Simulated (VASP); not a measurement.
# TiO2 (I4_1/amd) in VASP: further runs

The runs below take TiO2 through single point, with revPBE, RPBE, BLYP, PBEsol.

Everything below comes from runs of VASP 6.6.1. Logs are shortened: lines on timing, memory, paths and dates and some standing lists are left out, and cuts for length are marked.

## (1) The cell of the first run

It takes space group I4_1/amd (No. 141, tetragonal). The conventional cell has a = 3.817 Å, b = 3.817 Å, c = 9.776 Å, α = 90.00°, β = 90.00°, γ = 90.00°. Within 2.6 Å of Ti (site symmetry -4m2) lie 6 O at 1.96 to 2.01 Å. O (site symmetry 2mm) has 3 Ti at 1.96 to 2.01 Å and 2 O at 2.48 Å within 2.6 Å.

## (2) Single point, revPBE

INCAR reads:

```
PREC     = Accurate       # precision mode
ENCUT    = 520            # plane-wave cutoff, eV
EDIFF    = 1E-6           # SCF threshold, eV
ISMEAR   = -1             # smearing method
SIGMA    = 0.05           # smearing width, eV
LREAL    = False          # projectors in reciprocal space
LASPH    = True           # aspherical terms in the spheres
NELM     = 80             # most SCF steps
ALGO     = Normal         # electronic algorithm
ISIF     = 2              # what is computed and relaxed
LWAVE    = False          # write WAVECAR
LCHARG   = False          # write CHGCAR
GGA      = RE             # functional
NBANDS   = 33             # bands
```

KPOINTS reads:

```
Automatic mesh
0
Gamma
  10 10 10
```

POSCAR reads:

```
TiO2
1.0
   -1.9085111860      1.9085111860      4.8879120721
    1.9085111860     -1.9085111860      4.8879120721
    1.9085111860      1.9085111860     -4.8879120721
Ti O
2 4
Direct
    0.7500000000      0.2500000000      0.5000000000
    0.0000000000      0.0000000000      0.0000000000
    0.7940934783      0.7940934783      0.0000000000
    0.5440934783      0.0440934783      0.5000000000
    0.9559065217      0.4559065217      0.5000000000
    0.2059065217      0.2059065217      0.0000000000
```

Potentials or basis: VASP PAW PBE potentials, release 64 (Ti_sv, O).

Launch:

```console
$ cat potpaw_PBE.64/Ti_sv/POTCAR potpaw_PBE.64/O/POTCAR > POTCAR
$ mpirun -np 1 vasp_std > vasp.out
```

OUTCAR:

```text
PREC = Accurate
   ENCUT = 520
   EDIFF = 1E-6
   ISMEAR = -1
   LREAL = False
   LASPH = True
   NELM = 80
   ISIF = 2
   GGA = RE

 ion  position               nearest neighbor table
   1  0.750  0.250  0.500-   6 1.96   3 1.96   3 1.96   6 1.96   5 2.01   4 2.01
   2  0.000  0.000  0.000-   5 1.96   4 1.96   4 1.96   5 1.96   3 2.01   6 2.01
   3  0.794  0.794  0.000-   1 1.96   1 1.96   2 2.01
   4  0.544  0.044  0.500-   2 1.96   2 1.96   1 2.01
   5  0.956  0.456  0.500-   2 1.96   2 1.96   1 2.01
   6  0.206  0.206  0.000-   1 1.96   1 1.96   2 2.01

  LATTYP: Found a body centered tetragonal cell.
 ALAT       =     3.8170223720
 C/A-ratio  =     2.5611126138

  Lattice vectors:

 A1 = (  -1.9085111860,   1.9085111860,   4.8879120721)
 A2 = (   1.9085111860,  -1.9085111860,   4.8879120721)
 A3 = (   1.9085111860,   1.9085111860,  -4.8879120721)

Analysis of symmetry for initial positions (statically):
=====================================================================
 Subroutine PRICEL returns:
 Original cell was already a primitive cell.

 Routine SETGRP: Setting up the symmetry group for a
 body centered tetragonal supercell.

 Subroutine GETGRP returns: Found 16 space group operations
 (whereof  8 operations were pure point group operations)
 out of a pool of 16 trial point group operations.

The static configuration has the point symmetry D_2d.
 The point group associated with its full space group is D_4h.

Analysis of symmetry for dynamics (positions and initial velocities):
=====================================================================
 Subroutine PRICEL returns:
 Original cell was already a primitive cell.

 Routine SETGRP: Setting up the symmetry group for a
 body centered tetragonal supercell.

 Subroutine GETGRP returns: Found 16 space group operations
 (whereof  8 operations were pure point group operations)
 out of a pool of 16 trial point group operations.

The dynamic configuration has the point symmetry D_2d.
 The point group associated with its full space group is D_4h.

 Subroutine INISYM returns: Found 16 space group operations
 (whereof  8 operations are pure point group operations),
 and found     1 'primitive' translations

----------------------------------------------------------------------------------------

                                     Primitive cell

  volume of cell :      71.2152

  direct lattice vectors                    reciprocal lattice vectors
    -1.908511186  1.908511186  4.887912072     0.000000000  0.261984317  0.102293166
     1.908511186 -1.908511186  4.887912072     0.261984317  0.000000000  0.102293166
     1.908511186  1.908511186 -4.887912072     0.261984317  0.261984317  0.000000000

  length of vectors
     5.583593316  5.583593316  5.583593316     0.281246643  0.281246643  0.370501775

  position of ions in fractional coordinates (direct lattice)
     0.750000000  0.250000000  0.500000000
     0.000000000  0.000000000  0.000000000
     0.794093478  0.794093478  0.000000000
     0.544093478  0.044093478  0.500000000
     0.955906522  0.455906522  0.500000000
     0.205906522  0.205906522  0.000000000

  ion indices of the primitive-cell ions
   primitive index   ion index
                 1           1
                 2           2
                 3           3
                 4           4
                 5           5
                 6           6

----------------------------------------------------------------------------------------

 KPOINTS: Automatic mesh

Automatic generation of k-mesh.
 Grid dimensions read from file:
 generate k-points for:   10   10   10

 Generating k-lattice:

  Cartesian coordinates                     Fractional coordinates (reciprocal lattice)
     0.000000000  0.026198432  0.010229317     0.100000000 -0.000000000  0.000000000
     0.026198432  0.000000000  0.010229317    -0.000000000  0.100000000  0.000000000
     0.026198432  0.026198432  0.000000000     0.000000000  0.000000000  0.100000000

  Length of vectors
     0.028124664  0.028124664  0.037050177

  Shift w.r.t. Gamma in fractional coordinates (k-lattice)
     0.000000000  0.000000000  0.000000000

 Subroutine IBZKPT returns following result:
 ===========================================

 Found    102 irreducible k-points:

 Following reciprocal coordinates:
            Coordinates               Weight
  0.000000  0.000000  0.000000      1.000000
  0.100000  0.000000 -0.000000      8.000000
  0.200000  0.000000 -0.000000      8.000000
  0.300000  0.000000 -0.000000      8.000000
  0.400000  0.000000 -0.000000      8.000000
  0.500000  0.000000 -0.000000      4.000000
[... 16 lines left out ...]
  0.300000  0.300000 -0.000000      8.000000
  0.400000  0.300000 -0.000000     16.000000
 [... further k-points ...]
   k-points           NKPTS =    102   k-points in BZ     NKDIM =    102   number of bands    NBANDS=     33
   number of dos      NEDOS =    301   number of ions     NIONS =      6
   total plane-waves  NPLWV =  74088
   dimension x,y,z NGX =    42 NGY =   42 NGZ =   42
   dimension x,y,z NGXF=    84 NGYF=   84 NGZF=   84
   ions per type =               2   4
   NGX,Y,Z   is equivalent  to a cutoff of  12.51, 12.51, 12.51 a.u.
   NGXF,Y,Z  is equivalent  to a cutoff of  25.01, 25.01, 25.01 a.u.
 SYSTEM =  unknown system
   PREC   = accura    normal or accurate (medium, high low for compatibility)
   ISTART =      0    job   : 0-new  1-cont  2-samecut
   ICHARG =      2    charge: 1-file 2-atom 10-const
   ISPIN  =      1    spin polarized calculation?
   LNONCOLLINEAR =      F non collinear calculations
   LSORBIT =      F    spin-orbit coupling
   LASPH  =      T    aspherical Exc in radial PAW
   ENCUT  =  520.0 eV  38.22 Ry    6.18 a.u.  10.38 10.38 10.38*2*pi/ulx,y,z
   NELM   =     80;   NELMIN=  2; NELMDL= -5     # of ELM steps
   EDIFF  = 0.1E-05   stopping-criterion for ELM
   LREAL  =      F    real-space projection
   EDIFFG = 0.1E-04   stopping-criterion for IOM
   NSW    =      0    number of steps for IOM
   IBRION =     -1    ionic relax: 0-MD 1-quasi-New 2-CG
   NFREE  =      0    steps in history (QN), initial steepest desc. (CG)
   ISIF   =      2    stress and relaxation
   ISYM   =      2    0-nonsym 1-usesym 2-fastsym
   POTIM  = 0.5000    time-step for ionic-motion
   TEBEG  =    0.0;   TEEND  =   0.0 temperature during run
   PSTRESS=    0.0 pullay stress
   NELECT =      48.0000    total number of electrons
   NUPDOWN=      -1.0000    fix difference up-down
   EMIN   =  10.00;   EMAX   =-10.00  energy-range for DOS
   EFERMI =   0.00;   METHOD = LEGACY
   ISMEAR =    -1;   SIGMA  =   0.05  broadening in eV -4-tet -1-fermi 0-gaus
   EFERMI_NEDOS =   21; number of points for ismear=-14 and -15
   IALGO  =     38    algorithm
   IMIX   =      4    mixing-type and parameters
     AMIX     =   0.40;   BMIX     =  1.00
     AMIX_MAG =   1.60;   BMIX_MAG =  1.00
  volume/ion in A,a.u.               =      11.87        80.10
  Fermi-wavevector in a.u.,A,eV,Ry     =   1.435371  2.712459 28.031965  2.060291
  Thomas-Fermi vector in A             =   2.554677
   LORBIT       =      0    0 simple, 1 ext, 2 COOP (PROOUT), +10 PAW based schemes
   GGA     = RE    functional components
   LHFCALC =     F    Hartree Fock is set to
   AEXX    =    0.0000 exact exchange contribution
   IVDW    =     0    specifies the selected vdW correction
   LEPSILON=     F    determine dielectric tensor
   LRPA    =     F    only Hartree local field effects (RPA)
 non-spin polarized calculation
  energy-cutoff  :      520.00
  volume of cell :       71.22
 maximum number of plane-waves:      1929
 NGX is ok and might be reduce to    42
   NGX = 21   NGY = 21   NGZ = 21

 number of electron      47.9999994 magnetization

 Free energy of the ion-electron system (eV)
  ---------------------------------------------------
  ext. energy  EPLUGINS =         0.00000000
  ---------------------------------------------------
  free energy    TOTEN  =       -51.79325590 eV

  energy without entropy =      -51.79325590  energy(sigma->0) =      -51.79325590

 E-fermi :   4.2886     XC(G=0): -10.2628

 val. band max:        3.0997625705   @ k =  -0.4000   0.4000   0.0000
 cond. band min:       5.2223494492   @ k =   0.0000   0.0000   0.0000
 fundamental gap:      2.1225868787
 Fermi energy:         4.2885596240

 k-point     1 :       0.0000    0.0000    0.0000
  band No.  band energies     occupation
      1     -53.5189      2.00000
      2     -53.4729      2.00000
      3     -29.8696      2.00000
      4     -29.6666      2.00000
      5     -29.6666      2.00000
      6     -29.6102      2.00000
[... 25 lines left out ...]
     32       8.0157      0.00000
     33       8.1822      0.00000

 k-point     2 :       0.1000    0.0000   -0.0000
  band No.  band energies     occupation
      1     -53.5179      2.00000
      2     -53.4735      2.00000
      3     -29.8671      2.00000
      4     -29.6775      2.00000
      5     -29.6674      2.00000
      6     -29.6149      2.00000
[... 25 lines left out ...]
     32       8.2179      0.00000
     33       8.4519      0.00000

 k-point     3 :       0.2000    0.0000   -0.0000
  band No.  band energies     occupation
      1     -53.5151      2.00000
      2     -53.4754      2.00000
      3     -29.8607      2.00000
      4     -29.7047      2.00000
      5     -29.6692      2.00000
      6     -29.6260      2.00000
[... 25 lines left out ...]
     32       8.5646      0.00000
     33       8.8509      0.00000

 k-point     4 :       0.3000    0.0000   -0.0000
  band No.  band energies     occupation
      1     -53.5111      2.00000
      2     -53.4782      2.00000
      3     -29.8528      2.00000
      4     -29.7377      2.00000
      5     -29.6712      2.00000
      6     -29.6370      2.00000
[... 673 lines left out ...]
     32       9.2378      0.00000
     33       9.4089      0.00000

 k-point    23 :       0.3000    0.3000   -0.0000
  band No.  band energies     occupation
      1     -53.5014      2.00000
      2     -53.4855      2.00000
      3     -29.8296      2.00000
      4     -29.7799      2.00000
      5     -29.7055      2.00000
      6     -29.6686      2.00000
[... 25 lines left out ...]
     32       9.2287      0.00000
     33      10.0486      0.00000

 k-point    24 :       0.4000    0.3000   -0.0000
  band No.  band energies     occupation
      1     -53.4984      2.00000
      2     -53.4875      2.00000
      3     -29.8316      2.00000
      4     -29.7981      2.00000
      5     -29.7074      2.00000
      6     -29.6820      2.00000
[... 25 lines left out ...]
     32       9.2421      0.00000
     33      10.1057      0.00000

 [... further k-points ...]

------------------------ aborting loop because EDIFF is reached ----------------------------------------

  FORCE on cell =-STRESS in cart. coord.  units (eV):
  Direction    XX          YY          ZZ          XY          YZ          ZX
  --------------------------------------------------------------------------------------
  -------------------------------------------------------------------------------------
  Total        0.2407635      0.2407635      0.2850601      0.0000000      0.0000000      0.0000000
  in kB        5.4166211      5.4166211      6.4131919      0.0000000      0.0000000      0.0000000
  external PRESSURE =       5.7488113 kB  Pullay stress =       0.0000000 kB

 VOLUME and BASIS-vectors are now :
 -----------------------------------------------------------------------------
  energy-cutoff  :      520.00
  volume of cell :       71.22
      direct lattice vectors                 reciprocal lattice vectors
    -1.908511186  1.908511186  4.887912072     0.000000000  0.261984317  0.102293166
     1.908511186 -1.908511186  4.887912072     0.261984317  0.000000000  0.102293166
     1.908511186  1.908511186 -4.887912072     0.261984317  0.261984317  0.000000000

 POSITION                                       TOTAL-FORCE (eV/Angst)
 -----------------------------------------------------------------------------------
      0.00000      1.90851      2.44396        -0.000000     -0.000000     -0.000000
      0.00000      0.00000      0.00000        -0.000000     -0.000000     -0.000000
      0.00000      0.00000      7.76292        -0.000000      0.000000     -0.017075
     -0.00000      1.90851      0.43105         0.000000     -0.000000     -0.017075
      0.00000      1.90851      4.45686         0.000000     -0.000000      0.017075
      0.00000      0.00000      2.01291        -0.000000      0.000000      0.017075
 -----------------------------------------------------------------------------------
    total drift:                               -0.000000     -0.000000      0.000000

  FREE ENERGIE OF THE ION-ELECTRON SYSTEM (eV)
  ---------------------------------------------------
  free  energy   TOTEN  =       -51.7932559011 eV

  energy  without entropy=      -51.7932559010  energy(sigma->0) =      -51.79325590
```

Wall time 4.9 min (1 thread of Intel Xeon Platinum 8488C (Sapphire Rapids), shared host); peak memory 0.37 GiB.

What came out:

```yaml
Free_energy: -51.7933 eV
Pressure: 0.6 GPa
Largest_force: 0.017 eV/Å
Band_gap_on_the_k_mesh: 2.12 eV (least direct gap 2.40 eV)
```

Forces in eV/Å, atoms in the order of the input:
```
Ti   0.000  0.000  0.000
Ti   0.000  0.000  0.000
O    0.000  0.000 -0.017
O    0.000  0.000 -0.017
O    0.000  0.000  0.017
O    0.000  0.000  0.017
```

Stress tensor (GPa, compression positive):
```
0.54 0.00 0.00
0.00 0.54 0.00
0.00 0.00 0.64
```

Levels at points of the mesh, in eV from the valence-band top:
```
           k point  band 22  band 23  band 24  band 25  band 26  band 27
(0.00, 0.00, 0.00)    -0.77    -0.38    -0.38     2.12     2.75     3.94
(0.50, 0.00, 0.00)    -0.84    -0.82    -0.63     3.16     3.41     3.46
(0.50, 0.50, 0.00)    -1.90    -0.05    -0.05     3.16     3.16     3.62
(0.50, 0.50, 0.50)    -1.21    -0.08    -0.08     2.43     2.43     3.65
```

Caveat: the PAW data sets were made with another functional, which shifts forces and pressure a little. A k mesh can miss the band edges.

(Continued in part 2 of 2.)
